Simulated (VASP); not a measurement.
Input of a VASP 6.6.1 run:

Contents of INCAR:

```
PREC     = Accurate       # precision mode
ENCUT    = 520            # plane-wave cutoff, eV
EDIFF    = 1E-6           # SCF threshold, eV
ISMEAR   = 0              # smearing method
SIGMA    = 0.1            # smearing width, eV
LREAL    = F              # projectors in reciprocal space
LASPH    = T              # aspherical terms in the spheres
NELM     = 100            # most SCF steps
ALGO     = Fast           # electronic algorithm
ISIF     = 2              # what is computed and relaxed
LWAVE    = F              # write WAVECAR
LCHARG   = F              # write CHGCAR
NBANDS   = 30             # bands
```

The input KPOINTS:

```
Automatic mesh
0
Gamma
  12 12 12
```

The input POSCAR:

```
Cu3Pd
1.0
    3.6118392197      0.0000000000      0.0000000000
    0.0000000000      3.6118392197      0.0000000000
    0.0000000000      0.0000000000      3.6118392197
Cu Pd
3 1
Direct
    0.0000000000      0.5000000000      0.5000000000
    0.5000000000      0.0000000000      0.5000000000
    0.5000000000      0.5000000000      0.0000000000
    0.0000000000      0.0000000000      0.0000000000
```

Potentials or basis: VASP PAW LDA potentials, release 64 (Cu, Pd).

Run with:

```bash
$ cat potpaw_LDA.64/Cu/POTCAR potpaw_LDA.64/Pd/POTCAR > POTCAR
$ mpirun -np 1 vasp_std > vasp.out
```

Problem. What does it give for the pressure?

Solution. 0.7 GPa.
